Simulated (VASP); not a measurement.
# Si7PdC8 in VASP: single point with PBEsol+U

Aim: the single point of Si7PdC8 with PBEsol+U.

All numbers are computed with VASP 6.6.1; they aren't measurements. Logs are shortened: lines on timing, memory, paths and dates and some standing lists are left out, and cuts for length are marked.

## Step 1: The cell of the first run

The typed cell holds 16 atoms: a = 6.163 Å, b = 6.163 Å, c = 6.163 Å, α = 60.00°, β = 60.00°, γ = 60.00°.

## Step 2: Single point, PBEsol+U, collinear spin, ferromagnetic start

INCAR reads:

```
SYSTEM = Si7PdC8
PREC = Accurate
ENCUT = 520
EDIFF = 1E-6
ISMEAR = 0
SIGMA = 0.05
LREAL = Auto
LASPH = .True.
NELM = 150
ALGO = Normal
ISIF = 2
LWAVE = .False.
LCHARG = .True.
ISPIN = 2
MAGMOM = 4 0 0 0 0 0 0 0 0 0 0 0 0 0 0 0
LORBIT = 11
LMAXMIX = 4
LDAU = .True.
LDAUTYPE = 2
LDAUL = 2 -1 -1
LDAUU = 2 0 0
LDAUJ = 0 0 0
LDAUPRINT = 1
GGA = PS
LELF = .True.
LVHAR = .True.
NBANDS = 53
```

KPOINTS reads:

```
regular mesh
0
Gamma
  3 3 3
  0 0 0
```

POSCAR reads:

```
Si7PdC8
1.0
    0.0000000000      4.3580000000      4.3580000000
    4.3580000000      0.0000000000      4.3580000000
    4.3580000000      4.3580000000      0.0000000000
Pd Si C
1 7 8
Direct
   -0.0014879932      0.0014817106      0.0001348684
   -0.0040223560     -0.0006006561      0.5023713880
   -0.0039760034      0.5039575895     -0.0022385254
   -0.0039804107      0.5039464916      0.5023744001
    0.5006153515     -0.0005820652     -0.0022606833
    0.5005922752     -0.0005588835      0.5022896129
    0.5006409381      0.5039571230     -0.0022555801
    0.4982886190      0.5017127018      0.5000509255
    0.1331292654      0.1365160330      0.1348897383
    0.1330554484      0.1364773051      0.5957024134
    0.1331867839      0.5970788001      0.1349118402
    0.1239869420      0.6264598039      0.6248269315
    0.5940531588      0.1364707605      0.1347536752
    0.6230374944      0.1274138327      0.6248083382
    0.6230746445      0.6264712122      0.1257393475
    0.6230697129      0.6264859288      0.6248020359
```

Potentials or basis: VASP PAW PBE potentials, release 64 (Pd, Si, C).

Run with:

```bash
$ cat potpaw_PBE.64/Pd/POTCAR potpaw_PBE.64/Si/POTCAR potpaw_PBE.64/C/POTCAR > POTCAR
$ mpirun -np 1 vasp_std > vasp.out
```

OUTCAR:

```text
SYSTEM = Si7PdC8
   PREC = Accurate
   ENCUT = 520
   EDIFF = 1E-6
   ISMEAR = 0
   LREAL = Auto
   LASPH = .True.
   NELM = 150
   ISIF = 2
   ISPIN = 2
   LORBIT = 11
   GGA = PS

 ion  position               nearest neighbor table
   1  0.999  0.001  0.000-  11 2.04   9 2.04  10 2.04  13 2.04   7 3.08   5 3.08   4 3.08   2 3.08
                             3 3.08   6 3.08   6 3.08   3 3.08   2 3.08   4 3.08   5 3.08   7 3.08
   2  0.996  0.999  0.502-  10 1.86   9 1.86  12 1.88  14 1.88   5 3.05   6 3.05   3 3.05   4 3.05
                             1 3.08   8 3.08   8 3.08   1 3.08   4 3.11   3 3.11   6 3.11   5 3.11
   3  0.996  0.504  0.998-   9 1.86  11 1.86  12 1.88  15 1.88   7 3.05   4 3.05   2 3.05   5 3.05
                             1 3.08   8 3.08   8 3.08   1 3.08   5 3.11   2 3.11   4 3.11   7 3.11
   4  0.996  0.504  0.502-  10 1.86  11 1.86  12 1.88  16 1.88   7 3.05   3 3.05   2 3.05   6 3.05
                             1 3.08   8 3.08   8 3.08   1 3.08   6 3.11   2 3.11   3 3.11   7 3.11
   5  0.501  0.999  0.998-   9 1.86  13 1.86  14 1.88  15 1.88   2 3.05   3 3.05   7 3.05   6 3.05
                             1 3.08   8 3.08   8 3.08   1 3.08   6 3.11   7 3.11   3 3.11   2 3.11
   6  0.501  0.999  0.502-  13 1.86  10 1.86  14 1.88  16 1.88   2 3.05   5 3.05   4 3.05   7 3.05
                             1 3.08   8 3.08   8 3.08   1 3.08   7 3.11   4 3.11   5 3.11   2 3.11
   7  0.501  0.504  0.998-  11 1.86  13 1.86  16 1.88  15 1.88   4 3.05   3 3.05   5 3.05   6 3.05
                             1 3.08   8 3.08   8 3.08   1 3.08   6 3.11   5 3.11   3 3.11   4 3.11
   8  0.498  0.502  0.500-  14 1.88  12 1.88  16 1.88  15 1.88   3 3.08   4 3.08   5 3.08   7 3.08
                             2 3.08   6 3.08   6 3.08   2 3.08   7 3.08   5 3.08   4 3.08   3 3.08
   9  0.133  0.137  0.135-   3 1.86   2 1.86   5 1.86   1 2.04
  10  0.133  0.136  0.596-   4 1.86   2 1.86   6 1.86   1 2.04
  11  0.133  0.597  0.135-   3 1.86   7 1.86   4 1.86   1 2.04
  12  0.124  0.626  0.625-   4 1.88   3 1.88   2 1.88   8 1.88
  13  0.594  0.136  0.135-   7 1.86   5 1.86   6 1.86   1 2.04
  14  0.623  0.127  0.625-   5 1.88   6 1.88   2 1.88   8 1.88
  15  0.623  0.626  0.126-   7 1.88   5 1.88   3 1.88   8 1.88
  16  0.623  0.626  0.625-   7 1.88   4 1.88   6 1.88   8 1.88

  LATTYP: Found a face centered cubic cell.
 ALAT       =     8.7160000000

  Lattice vectors:

 A1 = (   0.0000000000,   4.3580000000,   4.3580000000)
 A2 = (   4.3580000000,   0.0000000000,   4.3580000000)
 A3 = (   4.3580000000,   4.3580000000,   0.0000000000)

Analysis of symmetry for initial positions (statically):
=====================================================================
 Subroutine PRICEL returns:
 Original cell was already a primitive cell.

 Routine SETGRP: Setting up the symmetry group for a
 face centered cubic supercell.

 Subroutine GETGRP returns: Found  1 space group operations
 (whereof  1 operations were pure point group operations)
 out of a pool of 48 trial point group operations.

The static configuration has the point symmetry C_1 .

Analysis of symmetry for dynamics (positions and initial velocities):
=====================================================================
 Subroutine PRICEL returns:
 Original cell was already a primitive cell.

 Routine SETGRP: Setting up the symmetry group for a
 face centered cubic supercell.

 Subroutine GETGRP returns: Found  1 space group operations
 (whereof  1 operations were pure point group operations)
 out of a pool of 48 trial point group operations.

The dynamic configuration has the point symmetry C_1 .

Analysis of structural, dynamic, and magnetic symmetry:
=====================================================================
 Subroutine PRICEL returns:
 Original cell was already a primitive cell.

 Routine SETGRP: Setting up the symmetry group for a
 face centered cubic supercell.

 Subroutine GETGRP returns: Found  1 space group operations
 (whereof  1 operations were pure point group operations)
 out of a pool of 48 trial point group operations.

The overall configuration has the point symmetry C_1 .

 Subroutine INISYM returns: Found  1 space group operations
 (whereof  1 operations are pure point group operations),
 and found     1 'primitive' translations

[... 163 lines left out ...]
  0.0002  0.8405  0.0000 -0.0000 -0.0001
 -0.0000  0.0000  0.9513 -0.0001  0.0000
 -0.0001 -0.0000 -0.0001  0.8406 -0.0001
 -0.0000 -0.0001  0.0000 -0.0001  0.9513

spin component  2

  0.8405  0.0002 -0.0000 -0.0001 -0.0000
  0.0002  0.8405  0.0000 -0.0000 -0.0000
 -0.0000  0.0000  0.9513 -0.0001  0.0000
 -0.0001 -0.0000 -0.0001  0.8405 -0.0001
 -0.0000 -0.0000  0.0000 -0.0001  0.9513

 occupancies and eigenvectors

  o =  0.8403  v =  0.0000  0.0000  0.0000  0.0000  0.0000 -0.7323  0.6556 -0.0003 -0.1842  0.0000      0.0000  0.0000  0.0000  0.0000  0.0000  0.0000  0.0000  0.0000  0.0000  0.0000
  o =  0.8403  v = -0.7321  0.6557 -0.0003 -0.1848  0.0000  0.0000  0.0000  0.0000  0.0000  0.0000      0.0000  0.0000  0.0000  0.0000  0.0000  0.0000  0.0000  0.0000  0.0000  0.0000
  o =  0.8405  v =  0.0000  0.0000  0.0000  0.0000  0.0000 -0.0820 -0.3534 -0.0006 -0.9319 -0.0013      0.0000  0.0000  0.0000  0.0000  0.0000  0.0000  0.0000  0.0000  0.0000  0.0000
  o =  0.8406  v = -0.0810 -0.3531 -0.0006 -0.9321 -0.0013  0.0000  0.0000  0.0000  0.0000  0.0000      0.0000  0.0000  0.0000  0.0000  0.0000  0.0000  0.0000  0.0000  0.0000  0.0000
  o =  0.8407  v =  0.0000  0.0000  0.0000  0.0000  0.0000  0.6760  0.6673 -0.0004 -0.3126 -0.0001      0.0000  0.0000  0.0000  0.0000  0.0000  0.0000  0.0000  0.0000  0.0000  0.0000
  o =  0.8408  v =  0.6764  0.6674 -0.0004 -0.3116 -0.0001  0.0000  0.0000  0.0000  0.0000  0.0000      0.0000  0.0000  0.0000  0.0000  0.0000  0.0000  0.0000  0.0000  0.0000  0.0000
  o =  0.9513  v = -0.0000  0.0004  0.9490 -0.0003 -0.3152  0.0000  0.0000  0.0000  0.0000  0.0000      0.0000  0.0000  0.0000  0.0000  0.0000  0.0000  0.0000  0.0000  0.0000  0.0000
  o =  0.9513  v =  0.0000  0.0003 -0.3152  0.0014 -0.9490  0.0000  0.0000  0.0000  0.0000  0.0000      0.0000  0.0000  0.0000  0.0000  0.0000  0.0000  0.0000  0.0000  0.0000  0.0000
  o =  0.9513  v =  0.0000  0.0000  0.0000  0.0000  0.0000 -0.0000  0.0004  0.9513 -0.0003 -0.3084      0.0000  0.0000  0.0000  0.0000  0.0000  0.0000  0.0000  0.0000  0.0000  0.0000
  o =  0.9513  v =  0.0000  0.0000  0.0000  0.0000  0.0000  0.0000  0.0003 -0.3084  0.0014 -0.9513      0.0000  0.0000  0.0000  0.0000  0.0000  0.0000  0.0000  0.0000  0.0000  0.0000

 number of electron      70.0000005 magnetization       0.0021555

 Free energy of the ion-electron system (eV)
  ---------------------------------------------------
  ext. energy  EPLUGINS =         0.00000000
  ---------------------------------------------------
  free energy    TOTEN  =      -121.75607222 eV

  energy without entropy =     -121.75125507  energy(sigma->0) =     -121.75366364

 E-fermi :   9.0155     XC(G=0): -11.7220

 val. band max:        8.8056514028   @ k =   0.3333   0.3333   0.0000
 cond. band min:       9.0630421002   @ k =  -0.3333   0.3333  -0.3333
 fundamental gap:      0.2573906974
 Fermi energy:         9.0155380687

 spin component 1

 k-point     1 :       0.0000    0.0000    0.0000
  band No.  band energies     occupation
      1      -7.1772      1.00000
      2      -3.8005      1.00000
      3      -3.8003      1.00000
      4      -3.8001      1.00000
      5      -3.4771      1.00000
      6      -2.2737      1.00000
[... 689 lines left out ...]
     46      15.6530      0.00000
     47      15.8612      0.00000
 Fermi energy:         9.0155380687

 spin component 2

 k-point     1 :       0.0000    0.0000    0.0000
  band No.  band energies     occupation
      1      -7.1771      1.00000
      2      -3.8004      1.00000
      3      -3.8001      1.00000
      4      -3.7999      1.00000
      5      -3.4769      1.00000
      6      -2.2735      1.00000
[... 689 lines left out ...]
     46      15.6531      0.00000
     47      15.8613      0.00000
 [bands above 47 left out]

------------------------ aborting loop because EDIFF is reached ----------------------------------------

  FORCE on cell =-STRESS in cart. coord.  units (eV):
  Direction    XX          YY          ZZ          XY          YZ          ZX
  --------------------------------------------------------------------------------------
  -------------------------------------------------------------------------------------
  Total        7.1724831      7.1705420      7.1557868     -0.0094818     -0.0033351      0.0157800
  in kB       69.4206132     69.4018252     69.2590138     -0.0917718     -0.0322798      0.1527306
  external PRESSURE =      69.3604840 kB  Pullay stress =       0.0000000 kB

 VOLUME and BASIS-vectors are now :
 -----------------------------------------------------------------------------
  energy-cutoff  :      520.00
  volume of cell :      165.54
      direct lattice vectors                 reciprocal lattice vectors
     0.000000000  4.358000000  4.358000000    -0.114731528  0.114731528  0.114731528
     4.358000000  0.000000000  4.358000000     0.114731528 -0.114731528  0.114731528
     4.358000000  4.358000000  0.000000000     0.114731528  0.114731528 -0.114731528

 POSITION                                       TOTAL-FORCE (eV/Angst)
 -----------------------------------------------------------------------------------
      0.00705      4.35210      4.35797        -0.001310     -0.001659      0.001604
      6.54472      6.52981      8.69585         0.000225      0.000119      0.005588
      6.54449      8.68892      6.53692         0.002397      0.003786     -0.000159
      4.38555      6.53000      6.53685        -0.004891     -0.003416     -0.000835
      8.70361      6.52983      6.53715         0.004851      0.002126     -0.000031
      6.54454      4.37056      6.53715        -0.001672     -0.005427     -0.001456
[... 8 lines left out ...]
      3.27813      3.26333      5.44552         0.002113     -0.011157      0.005578
      5.45311      5.43823      5.44556         0.012014     -0.001809      0.005966
 -----------------------------------------------------------------------------------
    total drift:                                0.000971      0.001799     -0.007128

  FREE ENERGIE OF THE ION-ELECTRON SYSTEM (eV)
  ---------------------------------------------------
  free  energy   TOTEN  =      -121.7560722189 eV

  energy  without entropy=     -121.7512550667  energy(sigma->0) =     -121.75366364

 total charge

# of ion       s       p       d       tot
------------------------------------------
    1        0.627   0.656   8.789  10.072
    2        0.712   0.994   0.000   1.706
    3        0.712   0.994   0.000   1.706
    4        0.712   0.994   0.000   1.706
    5        0.712   0.994   0.000   1.706
    6        0.712   0.993   0.000   1.705
[... 8 lines left out ...]
   15        0.834   1.708   0.000   2.542
   16        0.834   1.708   0.000   2.542
--------------------------------------------------
tot         12.422  20.889   8.789  42.100

 magnetization (x)

# of ion       s       p       d       tot
------------------------------------------
    1        0.000   0.000   0.000   0.000
    2        0.000   0.000   0.000   0.000
    3        0.000   0.000   0.000   0.000
    4        0.000   0.000   0.000   0.000
    5        0.000   0.000   0.000   0.000
    6        0.000   0.000   0.000   0.000
[... 8 lines left out ...]
   15       -0.000  -0.000   0.000  -0.000
   16       -0.000  -0.000   0.000  -0.000
--------------------------------------------------
tot          0.000   0.000   0.000   0.001
```

Run time: 20 min. Hardware: 1 thread of Oxide Virtual Turin-like, shared host; peak memory 0.45 GiB.

Results:

```yaml
Free_energy: -121.7561 eV
Pressure: 6.9 GPa
Largest_force: 0.307 eV/Å
Band_gap_on_the_k_mesh: zero (filled and empty bands overlap)
Net_moment: 0.00 μB per cell
Valence_electrons_inside_the_program's_atomic_spheres: Pd 10.07; Si 1.71, 1.68; C 2.49, 2.54
```

Forces on the atoms (eV/Å):
```
Pd  -0.001 -0.002  0.002
Si   0.000  0.000  0.006
Si   0.002  0.004  0.000
Si  -0.005 -0.003 -0.001
Si   0.005  0.002  0.000
Si  -0.002 -0.005 -0.001
Si  -0.001  0.000 -0.003
Si  -0.001  0.000  0.002
C   -0.183 -0.166 -0.176
C    0.166  0.183 -0.174
C    0.174 -0.172  0.180
C    0.012 -0.012 -0.004
C   -0.182  0.185  0.164
C    0.001 -0.001 -0.006
C    0.002 -0.011  0.006
C    0.012 -0.002  0.006
```

Eigenvalues of the final occupation matrices:
| site | spin | trace | eigenvalues |
| --- | --- | --- | --- |
| site 1 d | 1 | 4.42 | 0.84 0.84 0.84 0.95 0.95 |
| site 1 d | 2 | 4.42 | 0.84 0.84 0.84 0.95 0.95 |

Caveat: the k points lie up to 0.42 Å⁻¹ apart; the PAW data sets were made with another functional, which shifts forces and pressure a little; the U is typed as a test and isn't derived for this compound. The state reached can hang on the start; a lower one may exist.
